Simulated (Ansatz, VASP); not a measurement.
## Two plane-wave programs on AgCl

```xyz
2
Lattice="0.0000 2.7731 2.8841 2.7731 0.0000 2.8841 2.7731 2.7731 0.0000" Properties=species:S:1:pos:R:3 pbc="T T T"
Ag    2.7731    2.7731    2.8841
Cl    0.0000    0.0000    0.0000
```

Change from the starting cell: strain +0.000 along x and y, +0.040 along z, atoms carried along.

Alike in both runs: task single point; functional r2SCAN; k mesh 8 × 8 × 8; occupations gaussian, width 0.05 eV; no spin polarisation.

|  | VASP | Ansatz |
| --- | --- | --- |
| version | VASP 6.6.1 | Ansatz 0.2.0 |
| potentials or method | VASP PAW PBE potentials, release 64 (Ag, Cl), cutoff 550 eV | scalar-relativistic, plane waves, PAW |
| valence electrons in the cell | 18 | 26 |

VASP gave:

```
gap on the k mesh at the Fermi level (eV)                     : 1.31
least direct gap on the mesh (eV)                             : 3.57
pressure (GPa)                                                : -1.8
traceless stress, the component that is largest in VASP (GPa) : -0.47
```

**Question.** Estimate Ansatz's values.

**Answer.** gap on the k mesh at the Fermi level (eV): 1.36; least direct gap on the mesh (eV): 3.61; pressure (GPa): -1.7; traceless stress, the component that is largest in VASP (GPa): -0.48.

VASP's potentials were made for PBE, not for r2SCAN. VASP's potentials hold 18 valence electrons a cell and Ansatz's 26, so a difference there can come from the potentials and not from the codes.
